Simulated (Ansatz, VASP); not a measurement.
Two plane-wave programs on Sn

```
Sn
1.0
     0.00000    3.21619    3.21619
     3.21619    0.00000    3.21619
     3.21619    3.21619    0.00000
Sn
2
Direct
  0.00000 0.00000 0.00000
  0.25000 0.25000 0.25000
```

Alike in both runs: task single point; functional r2SCAN; k mesh 12 × 12 × 12; occupations gaussian, width 0.1 eV; no spin polarisation.

|  | VASP | Ansatz |
| --- | --- | --- |
| version | VASP 6.6.1 | Ansatz 0.2.0 |
| potentials or method | VASP PAW PBE potentials, release 64 (Sn_d), cutoff 520 eV | scalar-relativistic, plane waves, PAW |
| valence electrons in the cell | 28 | 28 |

|  | VASP | Ansatz | Ansatz less VASP |
| --- | --- | --- | --- |
| gap on the k mesh at the Fermi level (eV) | none | none | - |
| pressure (GPa) | 3.1 | 3.1 | +0.02 |

VASP's potentials were made for PBE, not for r2SCAN. A gap of «none» marks a metal or a gap that the smearing closes.
